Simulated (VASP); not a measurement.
# CaB15N16 (a cell with a defect) in VASP: relaxation of the atoms with PBE

Aim: the relaxation of the atoms of CaB15N16 (a cell with a defect) with PBE.

Program: VASP 6.6.1. These are calculated values, not measurements. Logs are shortened: lines on timing, memory, paths and dates and some standing lists are left out, and cuts for length are marked.

## Step 1: The cell of the first run

The cell holds a defect, 32 atoms: a = 6.277 Å, b = 6.277 Å, c = 6.277 Å, α = 109.47°, β = 109.47°, γ = 109.47°.

## Step 2: Relaxation of the atoms, PBE, collinear spin

INCAR

```
SYSTEM = CaB15N16
  PREC = Accurate
  ENCUT = 520
  EDIFF = 1E-6
  ISMEAR = 0
  SIGMA = 0.01
  LREAL = Auto
  LASPH = .True.
  NELM = 150
  ALGO = Normal
  ISIF = 2
  LWAVE = .False.
  LCHARG = .False.
  ISPIN = 2
  MAGMOM = 0 0 0 0 0 0 0.01 0 0 0 0 0 0.01 0 0.01 0.11 0.28 0.06 0.06 0.01 0.04 0.28 0.01 0.01 0.01 0.27 0.06 0.06 0.04 0.06 0.04 0.06
  LORBIT = 11
  NUPDOWN = 2.0
  GGA = PE
  IBRION = 2
  NSW = 100
  EDIFFG = -0.03
  NELECT = 134.0
```

KPOINTS

```
Automatic mesh
0
Gamma
  1 1 1
  0.25 0.25 0.25
```

POSCAR

```
CaB15N16
1.0
   -3.6241103800      3.6241103800     -3.6241103800
    3.6241103800      3.6241103800      3.6241103800
    3.6241103800     -3.6241103800     -3.6241103800
B Ca N
15 1 16
Direct
    0.0000000000      0.0000000000      0.0000000000
    0.0000000000      0.2500000000      0.7500000000
    0.0000000000      0.5000000000      0.5000000000
    0.0000000000      0.7500000000      0.2500000000
    0.2500000000      0.0000000000      0.7500000000
    0.2500000000      0.5000000000      0.2500000000
    0.2500000000      0.7500000000      0.0000000000
    0.5000000000      0.0000000000      0.5000000000
    0.5000000000      0.2500000000      0.2500000000
    0.5000000000      0.5000000000      0.0000000000
    0.5000000000      0.7500000000      0.7500000000
    0.7500000000      0.0000000000      0.2500000000
    0.7500000000      0.2500000000      0.0000000000
    0.7500000000      0.5000000000      0.7500000000
    0.7500000000      0.7500000000      0.5000000000
    0.2500000000      0.2500000000      0.5000000000
    0.0000000000      0.0000000000      0.2500000000
    0.0000000000      0.2500000000      0.0000000000
    0.0000000000      0.5000000000      0.7500000000
    0.0000000000      0.7500000000      0.5000000000
    0.2500000000      0.0000000000      0.0000000000
    0.2500000000      0.2500000000      0.7500000000
    0.2500000000      0.5000000000      0.5000000000
    0.2500000000      0.7500000000      0.2500000000
    0.5000000000      0.0000000000      0.7500000000
    0.5000000000      0.2500000000      0.5000000000
    0.5000000000      0.5000000000      0.2500000000
    0.5000000000      0.7500000000      0.0000000000
    0.7500000000      0.0000000000      0.5000000000
    0.7500000000      0.2500000000      0.2500000000
    0.7500000000      0.5000000000      0.0000000000
    0.7500000000      0.7500000000      0.7500000000
```

Potentials or basis: VASP PAW PBE potentials, release 64 (B, Ca_sv, N).

The run is started by

```
$ cat potpaw_PBE.64/B/POTCAR potpaw_PBE.64/Ca_sv/POTCAR potpaw_PBE.64/N/POTCAR > POTCAR
$ mpirun -np 1 vasp_std > vasp.out
```

OUTCAR:

```text
SYSTEM = CaB15N16
   PREC = Accurate
   ENCUT = 520
   EDIFF = 1E-6
   ISMEAR = 0
   LREAL = Auto
   LASPH = .True.
   NELM = 150
   ISIF = 2
   ISPIN = 2
   LORBIT = 11
   NUPDOWN = 2.0
   GGA = PE
   IBRION = 2
   NSW = 100
   EDIFFG = -0.03
   NELECT = 134.0

 ion  position               nearest neighbor table
   1  0.000  0.000  0.000-  17 1.57  18 1.57  21 1.57  32 1.57  16 2.56
   2  0.000  0.250  0.750-  18 1.57  19 1.57  22 1.57  29 1.57  16 2.56
   3  0.000  0.500  0.500-  19 1.57  20 1.57  23 1.57  30 1.57  16 2.56
   4  0.000  0.750  0.250-  17 1.57  20 1.57  24 1.57  31 1.57  16 2.56
   5  0.250  0.000  0.750-  20 1.57  21 1.57  22 1.57  25 1.57  16 2.56
   6  0.250  0.500  0.250-  18 1.57  23 1.57  24 1.57  27 1.57  16 2.56
   7  0.250  0.750  0.000-  19 1.57  21 1.57  24 1.57  28 1.57
   8  0.500  0.000  0.500-  24 1.57  25 1.57  26 1.57  29 1.57  16 2.56
   9  0.500  0.250  0.250-  21 1.57  26 1.57  27 1.57  30 1.57  16 2.56
  10  0.500  0.500  0.000-  22 1.57  27 1.57  28 1.57  31 1.57  16 2.56
  11  0.500  0.750  0.750-  23 1.57  25 1.57  28 1.57  32 1.57  16 2.56
  12  0.750  0.000  0.250-  17 1.57  28 1.57  29 1.57  30 1.57  16 2.56
  13  0.750  0.250  0.000-  18 1.57  25 1.57  30 1.57  31 1.57
  14  0.750  0.500  0.750-  19 1.57  26 1.57  31 1.57  32 1.57  16 2.56
  15  0.750  0.750  0.500-  20 1.57  27 1.57  29 1.57  32 1.57
  16  0.250  0.250  0.500-  17 1.57  22 1.57  23 1.57  26 1.57   8 2.56   9 2.56  10 2.56  11 2.56
                            14 2.56   2 2.56   3 2.56   5 2.56   6 2.56   1 2.56   4 2.56  12 2.56
  17  0.000  0.000  0.250-   1 1.57   4 1.57  12 1.57  16 1.57
  18  0.000  0.250  0.000-   1 1.57   2 1.57   6 1.57  13 1.57
  19  0.000  0.500  0.750-   2 1.57   3 1.57   7 1.57  14 1.57
  20  0.000  0.750  0.500-   3 1.57   4 1.57   5 1.57  15 1.57
  21  0.250  0.000  0.000-   1 1.57   5 1.57   7 1.57   9 1.57
  22  0.250  0.250  0.750-   2 1.57   5 1.57  10 1.57  16 1.57
[... 8 lines left out ...]
  31  0.750  0.500  0.000-   4 1.57  10 1.57  13 1.57  14 1.57
  32  0.750  0.750  0.750-   1 1.57  11 1.57  14 1.57  15 1.57

  LATTYP: Found a body centered cubic cell.
 ALAT       =     7.2482207600

  Lattice vectors:

 A1 = (  -3.6241103800,   3.6241103800,  -3.6241103800)
 A2 = (   3.6241103800,   3.6241103800,   3.6241103800)
 A3 = (   3.6241103800,  -3.6241103800,  -3.6241103800)

Analysis of symmetry for initial positions (statically):
=====================================================================
 Subroutine PRICEL returns:
 Original cell was already a primitive cell.

 Routine SETGRP: Setting up the symmetry group for a
 body centered cubic supercell.

 Subroutine GETGRP returns: Found 24 space group operations
 (whereof  2 operations were pure point group operations)
 out of a pool of 48 trial point group operations.

The static configuration has the point symmetry C_1h.
 The point group associated with its full space group is T_d .

Analysis of symmetry for dynamics (positions and initial velocities):
=====================================================================
 Subroutine PRICEL returns:
 Original cell was already a primitive cell.

 Routine SETGRP: Setting up the symmetry group for a
 body centered cubic supercell.

 Subroutine GETGRP returns: Found 24 space group operations
 (whereof  2 operations were pure point group operations)
 out of a pool of 48 trial point group operations.

The dynamic configuration has the point symmetry C_1h.
 The point group associated with its full space group is T_d .

Analysis of structural, dynamic, and magnetic symmetry:
=====================================================================
 Subroutine PRICEL returns:
 Original cell was already a primitive cell.

 Routine SETGRP: Setting up the symmetry group for a
 body centered cubic supercell.

 Subroutine GETGRP returns: Found  2 space group operations
 (whereof  1 operations were pure point group operations)
 out of a pool of 48 trial point group operations.

The overall configuration has the point symmetry C_1 .
 The point group associated with its full space group is C_1h.

 Subroutine INISYM returns: Found  2 space group operations
 (whereof  1 operations are pure point group operations),
 and found     1 'primitive' translations

----------------------------------------------------------------------------------------

                                     Primitive cell

  volume of cell :     190.3988
[... 118 lines left out ...]
   ICHARG =      2    charge: 1-file 2-atom 10-const
   ISPIN  =      2    spin polarized calculation?
   LNONCOLLINEAR =      F non collinear calculations
   LSORBIT =      F    spin-orbit coupling
   LASPH  =      T    aspherical Exc in radial PAW
   ENCUT  =  520.0 eV  38.22 Ry    6.18 a.u.  11.67 11.67 11.67*2*pi/ulx,y,z
   NELM   =    150;   NELMIN=  2; NELMDL= -5     # of ELM steps
   EDIFF  = 0.1E-05   stopping-criterion for ELM
   LREAL  =      T    real-space projection
   EDIFFG = -.3E-01   stopping-criterion for IOM
   NSW    =    100    number of steps for IOM
   IBRION =      2    ionic relax: 0-MD 1-quasi-New 2-CG
   NFREE  =      1    steps in history (QN), initial steepest desc. (CG)
   ISIF   =      2    stress and relaxation
   ISYM   =      2    0-nonsym 1-usesym 2-fastsym
   POTIM  = 0.5000    time-step for ionic-motion
   TEBEG  =    0.0;   TEEND  =   0.0 temperature during run
   PSTRESS=    0.0 pullay stress
   NELECT =     134.0000    total number of electrons
   NUPDOWN=       2.0000    fix difference up-down
   EMIN   =  10.00;   EMAX   =-10.00  energy-range for DOS
   EFERMI =   0.00;   METHOD = LEGACY
   ISMEAR =     0;   SIGMA  =   0.01  broadening in eV -4-tet -1-fermi 0-gaus
   EFERMI_NEDOS =   21; number of points for ismear=-14 and -15
   IALGO  =     38    algorithm
   IMIX   =      4    mixing-type and parameters
     AMIX     =   0.40;   BMIX     =  1.00
     AMIX_MAG =   1.60;   BMIX_MAG =  1.00
  volume/ion in A,a.u.               =       5.95        40.15
  Fermi-wavevector in a.u.,A,eV,Ry     =   1.456202  2.751823 28.851492  2.120525
  Thomas-Fermi vector in A             =   2.573148
   LORBIT       =     11    0 simple, 1 ext, 2 COOP (PROOUT), +10 PAW based schemes
   GGA     = PE    functional components
   LHFCALC =     F    Hartree Fock is set to
   AEXX    =    0.0000 exact exchange contribution
   IVDW    =     0    specifies the selected vdW correction
   LEPSILON=     F    determine dielectric tensor
   LRPA    =     F    only Hartree local field effects (RPA)
 conjugate gradient relaxation of ions
 spin polarized calculation
 Gauss-broadening in eV      SIGMA  =   0.01
  energy-cutoff  :      520.00
  volume of cell :      190.40
 maximum number of plane-waves:      5072
 NGX is ok and might be reduce to    48
   NGX = 23   NGY = 23   NGZ = 23

--------------------------------------- Ionic step        1  -------------------------------------------

 number of electron     134.0000037 magnetization       2.0000004

 Free energy of the ion-electron system (eV)
  ---------------------------------------------------
  ext. energy  EPLUGINS =         0.00000000
  ---------------------------------------------------
  free energy    TOTEN  =      -254.80125915 eV

  energy without entropy =     -254.80125811  energy(sigma->0) =     -254.80125863

------------------------ aborting loop because EDIFF is reached ----------------------------------------

  FORCE on cell =-STRESS in cart. coord.  units (eV):
  Direction    XX          YY          ZZ          XY          YZ          ZX
  --------------------------------------------------------------------------------------
  -------------------------------------------------------------------------------------
  Total       41.3177010     31.7682907     41.3177010      0.0019078      0.0019078     -0.0011193
  in kB      347.6822260    267.3253776    347.6822260      0.0160540      0.0160539     -0.0094187
  external PRESSURE =     320.8966098 kB  Pullay stress =       0.0000000 kB
[... 179 lines left out ...]
  FREE ENERGIE OF THE ION-ELECTRON SYSTEM (eV)
  ---------------------------------------------------
  free  energy   TOTEN  =      -269.3252800120 eV

  energy  without entropy=     -269.3252800120  energy(sigma->0) =     -269.32528001

[... ionic steps 4 to 9 ...]

--------------------------------------- Ionic step       10  -------------------------------------------

 number of electron     133.9999992 magnetization       2.0000000

------------------------ aborting loop because EDIFF is reached ----------------------------------------
[... 127 lines left out ...]
--------------------------------------- Ionic step       12  -------------------------------------------

 number of electron     133.9999994 magnetization       2.0000000

 Free energy of the ion-electron system (eV)
  ---------------------------------------------------
  ext. energy  EPLUGINS =         0.00000000
  ---------------------------------------------------
  free energy    TOTEN  =      -270.52895530 eV

  energy without entropy =     -270.52895530  energy(sigma->0) =     -270.52895530

 E-fermi :   8.1055     XC(G=0): -12.8923

 val. band max:        8.0579005236   @ k =   0.2500   0.2500   0.2500
 cond. band min:       8.1578399921   @ k =   0.2500   0.2500   0.2500
 fundamental gap:      0.0999394685
 Fermi energy:         7.7492187378

 spin component 1

 k-point     1 :       0.2500    0.2500    0.2500
  band No.  band energies     occupation
      1     -30.0115      1.00000
      2     -12.5558      1.00000
      3     -12.5363      1.00000
      4     -12.5362      1.00000
      5     -10.8927      1.00000
      6     -10.8675      1.00000
[... 71 lines left out ...]
     78      15.1928      0.00000
     79      15.1929      0.00000
 Fermi energy:         8.1054703284

 spin component 2

 k-point     1 :       0.2500    0.2500    0.2500
  band No.  band energies     occupation
      1     -29.8611      1.00000
      2     -12.3523      1.00000
      3     -12.3523      1.00000
      4     -12.3399      1.00000
      5     -10.7844      1.00000
      6     -10.7753      1.00000
[... 71 lines left out ...]
     78      15.2663      0.00000
     79      15.2663      0.00000
 [bands above 79 left out]

------------------------ aborting loop because EDIFF is reached ----------------------------------------

  FORCE on cell =-STRESS in cart. coord.  units (eV):
  Direction    XX          YY          ZZ          XY          YZ          ZX
  --------------------------------------------------------------------------------------
  -------------------------------------------------------------------------------------
  Total       25.2931935     24.3817863     25.2931935      0.0041287      0.0041287     -0.0004309
  in kB      212.8384110    205.1690569    212.8384110      0.0347422      0.0347422     -0.0036257
  external PRESSURE =     210.2819596 kB  Pullay stress =       0.0000000 kB
[... 47 lines left out ...]
  FREE ENERGIE OF THE ION-ELECTRON SYSTEM (eV)
  ---------------------------------------------------
  free  energy   TOTEN  =      -270.5289553035 eV

  energy  without entropy=     -270.5289553035  energy(sigma->0) =     -270.52895530

 reached required accuracy - stopping structural energy minimisation

 total charge

# of ion       s       p       d       tot
------------------------------------------
    1        0.678   1.391   0.000   2.069
    2        0.675   1.383   0.000   2.058
    3        0.678   1.391   0.000   2.069
    4        0.675   1.383   0.000   2.058
    5        0.675   1.383   0.000   2.058
    6        0.675   1.383   0.000   2.058
[... 24 lines left out ...]
   31        1.215   2.752   0.000   3.966
   32        1.218   2.737   0.000   3.955
--------------------------------------------------
tot         31.912  71.052   0.740 103.703

 magnetization (x)

# of ion       s       p       d       tot
------------------------------------------
    1       -0.001  -0.003   0.000  -0.004
    2       -0.001  -0.005   0.000  -0.007
    3       -0.001  -0.003   0.000  -0.004
    4       -0.001  -0.005   0.000  -0.007
    5       -0.001  -0.005   0.000  -0.007
    6       -0.001  -0.005   0.000  -0.007
[... 24 lines left out ...]
   31        0.003   0.037   0.000   0.040
   32        0.001   0.054   0.000   0.055
--------------------------------------------------
tot          0.051   1.441   0.154   1.646
```

It took 35 min on 1 thread of Intel Xeon 8259CL, shared host; peak memory 0.44 GiB.

What came out:

```yaml
Free_energy: -270.5290 eV
Energy_gained_by_relaxing: 491.5 meV/atom
Ionic_steps: 12
Largest_force_after_relaxing: 0.025 eV/Å
Net_moment: 2.00 μB per cell
Site_moments: B -0.00, -0.01, +0.01, +0.02 (each value once); Ca +0.19; N +0.23, +0.04, +0.06 (each value once) μB
Valence_electrons_inside_the_program's_atomic_spheres: B 2.07, 2.06, 2.15, 2.14 (each value once); Ca 8.82; N 4.04, 3.97, 3.96 (each value once)
```

Forces on the atoms (eV/Å):
```
B   -0.010  0.002  0.010
B    0.000  0.005 -0.001
B    0.011 -0.001  0.011
B    0.000  0.005  0.001
B    0.001  0.005  0.000
B    0.001 -0.005  0.000
B    0.000  0.000  0.000
B   -0.010 -0.003 -0.010
B    0.000 -0.006 -0.001
B    0.010  0.002 -0.010
B    0.000 -0.005  0.001
B   -0.001  0.005  0.000
B    0.000  0.000  0.000
B   -0.001 -0.006  0.000
B    0.000  0.000  0.000
Ca   0.002  0.000  0.002
N   -0.011  0.020  0.011
N   -0.008  0.008  0.009
N    0.009 -0.008  0.008
N    0.001  0.016  0.001
N   -0.009  0.008  0.008
N    0.011  0.020 -0.011
N    0.011 -0.019  0.011
N   -0.009 -0.008 -0.007
N   -0.007 -0.008 -0.009
N   -0.011 -0.020 -0.011
N    0.001 -0.016 -0.001
N    0.009  0.008 -0.008
N    0.000  0.016  0.000
N    0.008 -0.008  0.009
N    0.008  0.008 -0.009
N   -0.001 -0.016  0.001
```

The path:
```tsv
step	energy change (eV)	largest force (eV/Å)	pressure (GPa)
1	0.0000	21.1253	32.09
2	11.7411	18.4234	36.60
3	-14.5240	2.3053	21.00
4	-14.5345	2.2473	21.05
5	-15.1900	2.1401	20.71
6	-15.5337	1.1377	20.32
7	-15.6897	0.5148	21.26
8	-15.7097	0.2652	20.94
9	-15.7204	0.2384	21.13
10	-15.7258	0.0980	21.05
11	-15.7273	0.0642	21.02
12	-15.7277	0.0255	21.03
```

Final structure:
```yaml
crystal:
  lattice:
    - [-3.62411, 3.62411, -3.62411]
    - [3.62411, 3.62411, 3.62411]
    - [3.62411, -3.62411, -3.62411]
  atoms:
    - { symbol: B, position: [0.98919, 0.98919, 0.98705] }
    - { symbol: B, position: [0.00117, 0.25144, 0.76167] }
    - { symbol: B, position: [0.99785, 0.51080, 0.50000] }
    - { symbol: B, position: [0.98977, 0.73949, 0.23832] }
    - { symbol: B, position: [0.25145, 0.00117, 0.76168] }
    - { symbol: B, position: [0.24856, 0.51023, 0.24972] }
    - { symbol: B, position: [0.25000, 0.75000, 0.00000] }
    - { symbol: B, position: [0.51082, 0.99788, 0.50000] }
    - { symbol: B, position: [0.51024, 0.24855, 0.24974] }
    - { symbol: B, position: [0.50214, 0.50213, 0.01295] }
    - { symbol: B, position: [0.49884, 0.76051, 0.75028] }
    - { symbol: B, position: [0.73950, 0.98977, 0.23833] }
    - { symbol: B, position: [0.75000, 0.25000, 0.00000] }
    - { symbol: B, position: [0.76050, 0.49881, 0.75026] }
    - { symbol: B, position: [0.75000, 0.75000, 0.50000] }
    - { symbol: Ca, position: [0.24997, 0.25003, 0.50000] }
    - { symbol: N, position: [0.93501, 0.93500, 0.18103] }
    - { symbol: N, position: [0.99554, 0.24936, 0.00605] }
    - { symbol: N, position: [0.01051, 0.50447, 0.75382] }
    - { symbol: N, position: [0.99662, 0.75953, 0.50000] }
    - { symbol: N, position: [0.24936, 0.99553, 0.00605] }
    - { symbol: N, position: [0.25398, 0.25397, 0.81897] }
    - { symbol: N, position: [0.24603, 0.56503, 0.50000] }
    - { symbol: N, position: [0.25064, 0.75669, 0.24618] }
    - { symbol: N, position: [0.50447, 0.01051, 0.75382] }
    - { symbol: N, position: [0.56496, 0.24602, 0.50000] }
    - { symbol: N, position: [0.50338, 0.50338, 0.26292] }
    - { symbol: N, position: [0.48949, 0.74331, 0.99395] }
    - { symbol: N, position: [0.75954, 0.99661, 0.50000] }
    - { symbol: N, position: [0.75669, 0.25064, 0.24618] }
    - { symbol: N, position: [0.74331, 0.48948, 0.99395] }
    - { symbol: N, position: [0.74046, 0.74046, 0.73708] }
```

Caveat: the k points lie up to 1.23 Å⁻¹ apart, too coarse for converged energies, forces and pressures; the cell carries a net charge on a neutralising background, which shifts energy and pressure; the cell is charged against a uniform background, so pressure and absolute levels hang on convention; the total moment is fixed, so each spin has its own Fermi level and the state may be an excited one.
